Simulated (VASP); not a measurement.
# B14HN14 (a cell with a defect) in VASP: single point with PBE

Aim: the single point of B14HN14 (a cell with a defect) with PBE.

All numbers are computed with VASP 6.6.1; they aren't measurements. Logs are shortened: lines on timing, memory, paths and dates and some standing lists are left out, and cuts for length are marked.

## 1. The cell of the first run

The cell holds a defect, 29 atoms: a = 6.647 Å, b = 6.647 Å, c = 8.343 Å, α = 90.00°, β = 90.00°, γ = 120.00°.

## 2. Single point, PBE, collinear spin

INCAR reads:

```
PREC = Accurate
ENCUT = 520
EDIFF = 1E-6
ISMEAR = 0
SIGMA = 0.02
LREAL = Auto
LASPH = T
NELM = 150
ALGO = Normal
ISIF = 2
LWAVE = F
LCHARG = T
ISPIN = 2
MAGMOM = 0 0 0 0 0 0 0 0 0 0 0 0 0 0 0 0 0 0 0 0 0 0 0 0 0 0 0 0 0.89
LORBIT = 11
GGA = PE
LELF = T
LVHAR = T
NBANDS = 80
```

KPOINTS reads:

```
Automatic mesh
0
Gamma
  2 2 2
```

POSCAR reads:

```
B14HN14
1.0
    6.2804528854     -2.1756126984      0.0000000000
   -5.0243623083     -4.3512253968      0.0000000000
    0.0000000000      0.0000000000     -8.3431560662
B N H
14 14 1
Direct
    0.0756321750      0.5952290317      0.7208386074
    0.3613283569      0.4524774653      0.7228776439
    0.9328109328      0.1667557121      0.7227136772
    0.6471648762      0.3097209991      0.7219209316
    0.2185552867      0.0239443682      0.7213831256
    0.7897442680      0.7381385815      0.7212457675
    0.5042615182      0.8810978260      0.7218903677
    0.3520681331      0.6907171716      0.2780806186
    0.6377781367      0.5478525173      0.2772062492
    0.2092011183      0.2623082664      0.2788094795
    0.9234427290      0.4049135845      0.2777854066
    0.4950440457      0.1193723240      0.2790101230
    0.0663369923      0.8335287342      0.2785803096
    0.7806150053      0.9763833620      0.2771333751
    0.1139247378      0.6429034671      0.2792451659
    0.3997067962      0.5002962660      0.2775215975
    0.9710734033      0.2144725423      0.2773825614
    0.6854073468      0.3573841691      0.2774507610
    0.2569696884      0.0720069531      0.2815501689
    0.8282355417      0.7859308416      0.2771131190
    0.5424916173      0.9288269350      0.2776210803
    0.3137367268      0.6430212499      0.7222765524
    0.5993962485      0.5000928962      0.7225473133
    0.1708877257      0.2143974188      0.7227885889
    0.8852179761      0.3572456925      0.7223143079
    0.4568147717      0.0716699213      0.7207108380
    0.0277062965      0.7855671720      0.7183450666
    0.7423153572      0.9286733998      0.7225944178
    0.2001285987     -0.0998599891      0.0009408909
```

Potentials or basis: VASP PAW PBE potentials, release 64 (B, N, H).

Started as:

```bash
$ cat potpaw_PBE.64/B/POTCAR potpaw_PBE.64/N/POTCAR potpaw_PBE.64/H/POTCAR > POTCAR
$ mpirun -np 1 vasp_std > vasp.out
```

OUTCAR:

```text
PREC = Accurate
   ENCUT = 520
   EDIFF = 1E-6
   ISMEAR = 0
   LREAL = Auto
   LASPH = T
   NELM = 150
   ISIF = 2
   ISPIN = 2
   LORBIT = 11
   GGA = PE

 ion  position               nearest neighbor table
   1  0.076  0.595  0.721-  25 1.45  22 1.45  27 1.45
   2  0.361  0.452  0.723-  23 1.45  24 1.45  22 1.45
   3  0.933  0.167  0.723-  24 1.45  25 1.45  28 1.45
   4  0.647  0.310  0.722-  26 1.45  25 1.45  23 1.45
   5  0.219  0.024  0.721-  24 1.45  26 1.45  27 1.45
   6  0.790  0.738  0.721-  23 1.45  28 1.45  27 1.45
[... 20 lines left out ...]
  27  0.028  0.786  0.718-   6 1.45   1 1.45   5 1.45
  28  0.742  0.929  0.723-   6 1.45   7 1.45   3 1.45
  29  0.200  0.900  0.001-

  LATTYP: Found a hexagonal cell.
 ALAT       =     6.6466065822
 C/A-ratio  =     1.2552504745

  Lattice vectors:

 A1 = (   6.2804528854,  -2.1756126984,   0.0000000000)
 A2 = (  -5.0243623083,  -4.3512253968,   0.0000000000)
 A3 = (   0.0000000000,   0.0000000000,  -8.3431560662)

Analysis of symmetry for initial positions (statically):
=====================================================================
 Subroutine PRICEL returns:
 Original cell was already a primitive cell.

 Routine SETGRP: Setting up the symmetry group for a
 hexagonal supercell.

 Subroutine GETGRP returns: Found  1 space group operations
 (whereof  1 operations were pure point group operations)
 out of a pool of 24 trial point group operations.

The static configuration has the point symmetry C_1 .

Analysis of symmetry for dynamics (positions and initial velocities):
=====================================================================
 Subroutine PRICEL returns:
 Original cell was already a primitive cell.

 Routine SETGRP: Setting up the symmetry group for a
 hexagonal supercell.

 Subroutine GETGRP returns: Found  1 space group operations
 (whereof  1 operations were pure point group operations)
 out of a pool of 24 trial point group operations.

The dynamic configuration has the point symmetry C_1 .

Analysis of structural, dynamic, and magnetic symmetry:
=====================================================================
 Subroutine PRICEL returns:
 Original cell was already a primitive cell.

 Routine SETGRP: Setting up the symmetry group for a
 hexagonal supercell.

 Subroutine GETGRP returns: Found  1 space group operations
 (whereof  1 operations were pure point group operations)
 out of a pool of 24 trial point group operations.

The overall configuration has the point symmetry C_1 .

 Subroutine INISYM returns: Found  1 space group operations
 (whereof  1 operations are pure point group operations),
 and found     1 'primitive' translations

----------------------------------------------------------------------------------------

                                     Primitive cell

  volume of cell :     319.1986

  direct lattice vectors                    reciprocal lattice vectors
     6.280452885 -2.175612698  0.000000000     0.113731562 -0.131325895  0.000000000
    -5.024362308 -4.351225397  0.000000000    -0.056865781 -0.164157369  0.000000000
     0.000000000  0.000000000 -8.343156066     0.000000000  0.000000000 -0.119858719

  length of vectors
     6.646606582  6.646606582  8.343156066     0.173727830  0.173727830  0.119858719

  position of ions in fractional coordinates (direct lattice)
     0.075632175  0.595229032  0.720838607
     0.361328357  0.452477465  0.722877644
     0.932810933  0.166755712  0.722713677
     0.647164876  0.309720999  0.721920932
     0.218555287  0.023944368  0.721383126
     0.789744268  0.738138582  0.721245768
[... 21 lines left out ...]
     0.742315357  0.928673400  0.722594418
[... 63 lines left out ...]
  0.500000 -0.000000  0.000000      1.000000
 -0.000000  0.500000  0.000000      1.000000
  0.500000  0.500000  0.000000      1.000000
  0.000000  0.000000  0.500000      1.000000
  0.500000 -0.000000  0.500000      1.000000
 -0.000000  0.500000  0.500000      1.000000
  0.500000  0.500000  0.500000      1.000000
   k-points           NKPTS =      8   k-points in BZ     NKDIM =      8   number of bands    NBANDS=     80
   number of dos      NEDOS =    301   number of ions     NIONS =     29
   total plane-waves  NPLWV = 160000
   dimension x,y,z NGX =    50 NGY =   50 NGZ =   64
   dimension x,y,z NGXF=   100 NGYF=  100 NGZF=  128
   ions per type =              14  14   1
   NGX,Y,Z   is equivalent  to a cutoff of  12.51, 12.51, 12.75 a.u.
   NGXF,Y,Z  is equivalent  to a cutoff of  25.01, 25.01, 25.51 a.u.
 SYSTEM =  unknown system
   PREC   = accura    normal or accurate (medium, high low for compatibility)
   ISTART =      0    job   : 0-new  1-cont  2-samecut
   ICHARG =      2    charge: 1-file 2-atom 10-const
   ISPIN  =      2    spin polarized calculation?
   LNONCOLLINEAR =      F non collinear calculations
   LSORBIT =      F    spin-orbit coupling
   LASPH  =      T    aspherical Exc in radial PAW
   ENCUT  =  520.0 eV  38.22 Ry    6.18 a.u.  12.36 12.36 15.51*2*pi/ulx,y,z
   NELM   =    150;   NELMIN=  2; NELMDL= -5     # of ELM steps
   EDIFF  = 0.1E-05   stopping-criterion for ELM
   LREAL  =      T    real-space projection
   EDIFFG = 0.1E-04   stopping-criterion for IOM
   NSW    =      0    number of steps for IOM
   IBRION =     -1    ionic relax: 0-MD 1-quasi-New 2-CG
   NFREE  =      0    steps in history (QN), initial steepest desc. (CG)
   ISIF   =      2    stress and relaxation
   ISYM   =      2    0-nonsym 1-usesym 2-fastsym
   POTIM  = 0.5000    time-step for ionic-motion
   TEBEG  =    0.0;   TEEND  =   0.0 temperature during run
   PSTRESS=    0.0 pullay stress
   NELECT =     113.0000    total number of electrons
   NUPDOWN=      -1.0000    fix difference up-down
   EMIN   =  10.00;   EMAX   =-10.00  energy-range for DOS
   EFERMI =   0.00;   METHOD = LEGACY
   ISMEAR =     0;   SIGMA  =   0.02  broadening in eV -4-tet -1-fermi 0-gaus
   EFERMI_NEDOS =   21; number of points for ismear=-14 and -15
   IALGO  =     38    algorithm
   IMIX   =      4    mixing-type and parameters
     AMIX     =   0.40;   BMIX     =  1.00
     AMIX_MAG =   1.60;   BMIX_MAG =  1.00
  volume/ion in A,a.u.               =      11.01        74.28
  Fermi-wavevector in a.u.,A,eV,Ry     =   1.158103  2.188498 18.248181  1.341203
  Thomas-Fermi vector in A             =   2.294709
   LORBIT       =     11    0 simple, 1 ext, 2 COOP (PROOUT), +10 PAW based schemes
   GGA     = PE    functional components
   LHFCALC =     F    Hartree Fock is set to
   AEXX    =    0.0000 exact exchange contribution
   IVDW    =     0    specifies the selected vdW correction
   LEPSILON=     F    determine dielectric tensor
   LRPA    =     F    only Hartree local field effects (RPA)
 spin polarized calculation
 Gauss-broadening in eV      SIGMA  =   0.02
  energy-cutoff  :      520.00
  volume of cell :      319.20
 maximum number of plane-waves:      8635
 NGX is ok and might be reduce to    50
   NGX = 25   NGY = 25   NGZ = 31

 number of electron     113.0000005 magnetization       0.9999654

 Free energy of the ion-electron system (eV)
  ---------------------------------------------------
  ext. energy  EPLUGINS =         0.00000000
  ---------------------------------------------------
  free energy    TOTEN  =      -247.34155770 eV

  energy without entropy =     -247.34155770  energy(sigma->0) =     -247.34155770

 E-fermi :   0.7089     XC(G=0):  -8.6749

 val. band max:        0.5334445087   @ k =   0.5000   0.5000   0.5000
 cond. band min:       3.5460498118   @ k =   0.0000   0.0000   0.0000
 fundamental gap:      3.0126053031
 Fermi energy:         0.7088579547

 spin component 1

 k-point     1 :       0.0000    0.0000    0.0000
  band No.  band energies     occupation
      1     -16.9924      1.00000
      2     -16.9228      1.00000
      3     -14.6028      1.00000
      4     -14.5982      1.00000
      5     -14.5852      1.00000
      6     -14.5838      1.00000
[... 557 lines left out ...]
     67       7.6934      0.00000
     68       7.7185      0.00000
 Fermi energy:         0.7088579547

 spin component 2

 k-point     1 :       0.0000    0.0000    0.0000
  band No.  band energies     occupation
      1     -16.9844      1.00000
      2     -16.9157      1.00000
      3     -14.5810      1.00000
      4     -14.5807      1.00000
      5     -14.5793      1.00000
      6     -14.5781      1.00000
[... 557 lines left out ...]
     67       7.7187      0.00000
     68       7.7253      0.00000
 [bands above 68 left out]

------------------------ aborting loop because EDIFF is reached ----------------------------------------

  FORCE on cell =-STRESS in cart. coord.  units (eV):
  Direction    XX          YY          ZZ          XY          YZ          ZX
  --------------------------------------------------------------------------------------
  -------------------------------------------------------------------------------------
  Total        0.5372192      0.5844172      1.2295509     -0.0027113      0.1811118     -0.0000103
  in kB        2.6965047      2.9334090      6.1715771     -0.0136089      0.9090679     -0.0000517
  external PRESSURE =       3.9338303 kB  Pullay stress =       0.0000000 kB

 VOLUME and BASIS-vectors are now :
 -----------------------------------------------------------------------------
  energy-cutoff  :      520.00
  volume of cell :      319.20
      direct lattice vectors                 reciprocal lattice vectors
     6.280452885 -2.175612698  0.000000000     0.113731562 -0.131325895  0.000000000
    -5.024362308 -4.351225397  0.000000000    -0.056865781 -0.164157369  0.000000000
     0.000000000  0.000000000 -8.343156066     0.000000000  0.000000000 -0.119858719

 POSITION                                       TOTAL-FORCE (eV/Angst)
 -----------------------------------------------------------------------------------
     -2.51564     -2.75452     -6.01407        -0.001020     -0.002088     -0.003065
     -0.00411     -2.75494     -6.03108        -0.000939     -0.001364     -0.003795
      5.02063     -2.75503     -6.02971        -0.000256     -0.000078      0.000702
      2.50834     -2.75565     -6.02310         0.000713      0.001069      0.000289
      1.25232     -0.57968     -6.01861        -0.000927      0.004737      0.010008
      1.25128     -4.92999     -6.01747         0.001610      0.000730      0.007866
[... 21 lines left out ...]
     -0.00391     -5.65586     -6.02872        -0.000458      0.000382     -0.002385
     -3.26573     -4.35211     -0.00785         0.000480      0.001079      0.007403
 -----------------------------------------------------------------------------------
    total drift:                                0.000935      0.001500      0.000396

  FREE ENERGIE OF THE ION-ELECTRON SYSTEM (eV)
  ---------------------------------------------------
  free  energy   TOTEN  =      -247.3415577022 eV

  energy  without entropy=     -247.3415577022  energy(sigma->0) =     -247.34155770

 total charge

# of ion       s       p       d       tot
------------------------------------------
    1        0.740   1.413   0.000   2.153
    2        0.740   1.413   0.000   2.153
    3        0.740   1.413   0.000   2.154
    4        0.740   1.414   0.000   2.154
    5        0.739   1.409   0.000   2.148
    6        0.741   1.414   0.000   2.155
[... 21 lines left out ...]
   28        1.224   2.789   0.000   4.012
   29        0.392   0.001   0.000   0.393
--------------------------------------------------
tot         27.890  58.808   0.000  86.698

 magnetization (x)

# of ion       s       p       d       tot
------------------------------------------
    1        0.000   0.001   0.000   0.001
    2       -0.000  -0.000   0.000  -0.000
    3       -0.000  -0.000   0.000  -0.000
    4       -0.000   0.001   0.000   0.000
    5       -0.000  -0.003   0.000  -0.003
    6       -0.000   0.001   0.000   0.001
[... 21 lines left out ...]
   28        0.000   0.001   0.000   0.001
   29        0.368   0.000   0.000   0.368
--------------------------------------------------
tot          0.375   0.074   0.000   0.449
```

Run time: 12 min. Hardware: 1 thread of Intel Xeon Platinum 8488C (Sapphire Rapids), shared host; peak memory 0.66 GiB.

Results:

```
Free energy                                           : -247.3416 eV
Pressure                                              : 0.4 GPa
Largest force                                         : 0.011 eV/Å
Band gap on the k mesh                                : 3.01 eV
Net moment                                            : 1.00 μB per cell
Site moments                                          : B +0.00, -0.00 (each value once); N +0.01, +0.00, +0.03, +0.02 (each value once); H +0.37 μB
Valence electrons inside the program's atomic spheres : B 2.15; N 4.01; H 0.39
```

Forces in eV/Å, atoms in the order of the input:
```
B   -0.001 -0.002 -0.003
B   -0.001 -0.001 -0.004
B    0.000  0.000  0.001
B    0.001  0.001  0.000
B   -0.001  0.005  0.010
B    0.002  0.001  0.008
B   -0.001 -0.001 -0.005
B    0.000  0.000  0.004
B    0.001 -0.001 -0.001
B   -0.002 -0.001 -0.011
B    0.000  0.002  0.003
B    0.003 -0.002  0.001
B   -0.002  0.001 -0.004
B   -0.001 -0.001  0.003
N    0.000  0.001 -0.003
N   -0.001  0.000  0.004
N    0.001 -0.001  0.003
N    0.000  0.001  0.000
N    0.000 -0.001  0.001
N    0.001  0.000  0.000
N    0.000 -0.001 -0.002
N    0.001  0.001  0.003
N    0.000  0.000 -0.002
N    0.001  0.001 -0.002
N    0.000  0.000  0.000
N   -0.001  0.001 -0.001
N    0.001 -0.003 -0.007
N    0.000  0.000 -0.002
H    0.000  0.001  0.007
```

Stress tensor (GPa, compression positive):
```
0.27 0.00 0.00
0.00 0.29 0.09
0.00 0.09 0.62
```

Levels at points of the mesh, in eV from the valence-band top:
Spin up:
| k point | band 53 | band 54 | band 55 | band 56 | band 57 | band 58 | band 59 | band 60 | band 61 | band 62 |
| --- | --- | --- | --- | --- | --- | --- | --- | --- | --- | --- |
| (0.00, 0.00, 0.00) | -1.23 | -1.23 | -1.22 | -1.22 | -0.43 | 5.13 | 6.34 | 6.40 | 6.47 | 6.49 |
| (0.50, 0.00, 0.00) | -0.59 | -0.44 | -0.26 | -0.22 | -0.17 | 4.54 | 4.96 | 5.00 | 5.08 | 5.08 |
| (0.00, 0.50, 0.00) | -0.60 | -0.51 | -0.36 | -0.17 | -0.16 | 4.72 | 4.79 | 4.82 | 5.08 | 5.23 |
| (0.50, 0.50, 0.00) | -0.64 | -0.45 | -0.26 | -0.21 | -0.14 | 4.72 | 4.96 | 4.99 | 5.07 | 5.08 |
| (0.00, 0.00, 0.50) | -1.23 | -1.23 | -1.22 | -1.22 | -0.16 | 6.02 | 6.13 | 6.34 | 6.38 | 6.43 |
| (0.50, 0.00, 0.50) | -0.66 | -0.41 | -0.40 | -0.25 | -0.01 | 4.63 | 4.98 | 4.99 | 5.03 | 5.05 |
| (0.00, 0.50, 0.50) | -0.46 | -0.43 | -0.37 | -0.24 | -0.12 | 4.79 | 4.81 | 4.87 | 4.96 | 5.17 |
| (0.50, 0.50, 0.50) | -0.52 | -0.42 | -0.39 | -0.25 | 0.00 | 4.79 | 4.93 | 4.95 | 5.00 | 5.05 |
Spin down:
```
           k point  band 54  band 55  band 56  band 57  band 58  band 59
(0.00, 0.00, 0.00)    -1.22    -1.22    -1.22     3.01     5.56     6.36
(0.50, 0.00, 0.00)    -0.43    -0.21    -0.20     3.12     4.58     4.98
(0.00, 0.50, 0.00)    -0.47    -0.15    -0.15     3.13     4.73     4.79
(0.50, 0.50, 0.00)    -0.44    -0.20    -0.20     3.18     4.74     4.97
(0.00, 0.00, 0.50)    -1.22    -1.22    -1.22     3.34     6.10     6.16
(0.50, 0.00, 0.50)    -0.39    -0.27    -0.24     3.35     4.64     4.99
(0.00, 0.50, 0.50)    -0.42    -0.21    -0.21     3.34     4.81     4.83
(0.50, 0.50, 0.50)    -0.40    -0.25    -0.23     3.37     4.81     4.95
```

Caveat: the k points lie up to 0.55 Å⁻¹ apart.
